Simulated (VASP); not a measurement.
Si5Ge:

```
Si Ge
1.0
     5.54290    0.00000    0.00000
     0.00000    5.54290    0.00000
     0.00000    0.00000    3.70526
Si Ge
5 1
Direct
  0.76724 0.23276 0.50000
  0.23276 0.76724 0.50000
  0.76724 0.76724 0.50000
  0.23276 0.23276 0.50000
  0.00000 0.00000 0.50000
  0.00000 0.00000 0.00000
```

The cell was generated, and may not be a known phase.

```yaml
Program: VASP 6.6.1
Task: relaxation of cell and atoms
Functional: PBE
Potentials_or_basis: VASP PAW PBE potentials, release 64 (Si, Ge_d)
Cutoff: 600 eV
k_mesh: 4 × 4 × 6
Occupations: gaussian, width 0.1 eV
Spin: no spin polarisation
```

At the start: pressure 66.4 GPa; volume 18.97 Å³/atom.

Where does the relaxation end?

Over 15 steps the energy falls by 2820.8 meV/atom and the volume is 26.29 Å³/atom (+38.5 %); space group P4/mmm (No. 123, to 0.1 Å) before and after.

The path:
```tsv
step	energy change (eV)	largest force (eV/Å)	pressure (GPa)	volume (Å³)
1	0.0000	13.4371	66.45	113.84
2	-10.9360	1.5147	-6.92	298.53
3	-14.1630	1.0684	-5.18	185.88
4	-14.1941	1.0948	-4.81	183.13
5	-14.2248	1.2484	-3.17	173.95
6	-16.1990	1.6750	-3.25	164.57
7	-16.8055	0.7277	1.50	154.93
8	-16.8201	1.0135	0.33	156.56
9	-16.8215	0.9518	0.58	156.16
10	-16.8896	0.4312	0.80	157.42
11	-16.9009	0.0426	0.63	157.07
12	-16.9213	0.0703	-0.47	159.40
13	-16.9214	0.0629	-0.38	159.24
14	-16.9247	0.0093	-0.15	158.14
15	-16.9250	0.0377	-0.07	157.71
```

Final structure:
```yaml
crystal:
  lattice:
    - [5.68666, 0.00000, 0.00000]
    - [0.00000, 5.68666, 0.00000]
    - [0.00000, 0.00000, 4.87700]
  atoms:
    - { symbol: Si, position: [0.70264, 0.29736, 0.50000] }
    - { symbol: Si, position: [0.29736, 0.70264, 0.50000] }
    - { symbol: Si, position: [0.70264, 0.70264, 0.50000] }
    - { symbol: Si, position: [0.29736, 0.29736, 0.50000] }
    - { symbol: Si, position: [0.00000, 0.00000, 0.50000] }
    - { symbol: Ge, position: [0.00000, 0.00000, 0.00000] }
```

Caveat: the volume moved by over 15 % at a fixed basis, so the end points are rough.
